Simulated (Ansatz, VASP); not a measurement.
# Two plane-wave programs on Cu

```
CELL_PARAMETERS angstrom
0.00000 1.81548 1.81548
1.81548 0.00000 1.81548
1.81548 1.81548 0.00000
ATOMIC_POSITIONS crystal
Cu 0.00000 0.00000 0.00000
```

Alike in both runs: task single point; functional PBE; k mesh 10 × 10 × 10; occupations gaussian, width 0.05 eV; no spin polarisation.

|  | VASP | Ansatz |
| --- | --- | --- |
| version | VASP 6.6.1 | Ansatz 0.2.0 |
| potentials or method | VASP PAW PBE potentials, release 64 (Cu), cutoff 600 eV | scalar-relativistic, plane waves, PAW |
| valence electrons in the cell | 11 | 19 |

VASP gave:

- gap on the k mesh at the Fermi level (eV): none
- pressure (GPa): 0.8

Task: Which values does Ansatz return?

Result: gap on the k mesh at the Fermi level (eV): none; pressure (GPa): 0.1.

A gap of «none» marks a metal or a gap that the smearing closes. VASP's potentials hold 11 valence electrons a cell and Ansatz's 19, so a difference there can come from the potentials and not from the codes.
